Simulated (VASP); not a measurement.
A run of VASP 6.6.1:

POSCAR

```
Pb
1.0
    0.0000000000      2.4415696833      2.4415696833
    2.4415696833      0.0000000000      2.4415696833
    2.4415696833      2.4415696833      0.0000000000
Pb
1
Direct
    0.0000000000      0.0000000000      0.0000000000
```

File INCAR.step1:

```
PREC = Accurate
ENCUT = 520
EDIFF = 1E-5
ISMEAR = -1
SIGMA = 0.05
LREAL = False
LASPH = True
NELM = 80
ALGO = Normal
ISIF = 2
LWAVE = True
LCHARG = False
NBANDS = 13
GGA = PE
```

Contents of INCAR.step2:

```
PREC = Accurate
ENCUT = 520
EDIFF = 1E-6
ISMEAR = -1
SIGMA = 0.05
LREAL = False
LASPH = True
NELM = 80
ALGO = Normal
ISIF = 2
LWAVE = False
LCHARG = False
GGA = PE
LHFCALC = True
HFSCREEN = 0.2079
PRECFOCK = Normal
NBANDS = 13
ISTART = 1
```

Contents of KPOINTS:

```
regular mesh
0
Gamma
  6 6 6
```

Potentials or basis: VASP PAW PBE potentials, release 64 (Pb_d).

Launch:

```sh
$ cat potpaw_PBE.64/Pb_d/POTCAR > POTCAR
$ cp INCAR.step1 INCAR
$ mpirun -np 1 vasp_std > vasp.out
$ cp INCAR.step2 INCAR
$ mpirun -np 1 vasp_std > vasp.out
```

Hardware: 1 thread of AMD EPYC 7R13 Processor (Zen 3), with other jobs on the host.

Question: Estimate the wall time of this run.

Answer: Run time: 22 min on 1 thread of AMD EPYC 7R13 Processor (Zen 3), on a shared host, peak memory 0.24 GiB. Counts: k points 16.
